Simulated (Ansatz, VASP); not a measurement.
**One calculation of Al2O3, two programs**

```
Al O
1.0
     2.36548    1.36571    4.41571
    -2.36548    1.36571    4.41571
     0.00000   -2.73142    4.41571
Al O
4 6
Direct
  0.85204 0.85204 0.85204
  0.64796 0.64796 0.64796
  0.14796 0.14796 0.14796
  0.35204 0.35204 0.35204
  0.05586 0.44414 0.75000
  0.75000 0.05586 0.44414
  0.44414 0.75000 0.05586
  0.94414 0.55586 0.25000
  0.25000 0.94414 0.55586
  0.55586 0.25000 0.94414
```

Alike in both runs: task single point; functional PBEsol; k mesh 6 × 6 × 6; occupations gaussian, width 0.05 eV; no spin polarisation.

|  | VASP | Ansatz |
| --- | --- | --- |
| version | VASP 6.6.1 | Ansatz 0.2.0 |
| potentials or method | VASP PAW PBE potentials, release 64 (Al, O), cutoff 520 eV | scalar-relativistic, plane waves, PAW |
| valence electrons in the cell | 48 | 48 |

```tsv
	VASP	Ansatz	Ansatz less VASP
gap on the k mesh at the Fermi level (eV)	6.01	6.01	-0.007
least direct gap on the mesh (eV)	6.01	6.01	-0.007
pressure (GPa)	0.5	0.4	-0.16
traceless stress, the component that is largest in VASP (GPa)	-7.29	-7.25	+0.042
rms of the force components (eV/Å)	0.065	0.067	+0.0014
```

VASP's potentials were made for PBE, not for PBEsol, and Ansatz warns of the same on its side. Atom by atom the forces differ by 0.002 eV/Å (rms over components).
